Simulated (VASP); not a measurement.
TiSe, 2 atoms in the cell. The structure is cubic, space group F-43m (No. 216). The conventional cell has a = 5.671 Å, b = 5.671 Å, c = 5.671 Å, α = 90.00°, β = 90.00°, γ = 90.00°. Ti (site symmetry -43m) has 4 Se at 2.46 Å within 3.2 Å. Within 3.2 Å of Se (site symmetry -43m) lie 4 Ti at 2.46 Å. 

- Program: VASP 6.6.1
- Task: single point
- Functional: PBEsol
- Potentials or basis: VASP PAW PBE potentials, release 64 (Ti_sv, Se)
- Cutoff: 520 eV
- k mesh: 10 × 10 × 10
- Occupations: gaussian, width 0.05 eV
- Spin: collinear spin, ferromagnetic start
- Starting moments: [1.13, 0.0] μB
- Dipole correction: no
- Further INCAR settings: ALGO = Normal; EDIFF = 1e-06; NBANDS = 20

Potentials or basis: VASP PAW PBE potentials, release 64 (Ti_sv, Se).

Run with:

```bash
$ cat potpaw_PBE.64/Ti_sv/POTCAR potpaw_PBE.64/Se/POTCAR > POTCAR
$ mpirun -np 1 vasp_std > vasp.out
```

Hardware: 1 thread of AMD EPYC 9R45 96-Core Processor (Zen 5), with other jobs on the host.

Q: How long does it take, and how much memory?

A: Wall time 37 s on 1 thread of AMD EPYC 9R45 96-Core Processor (Zen 5), on a shared host, peak memory 0.2 GiB. Counts: scf iterations 13, k points 47.
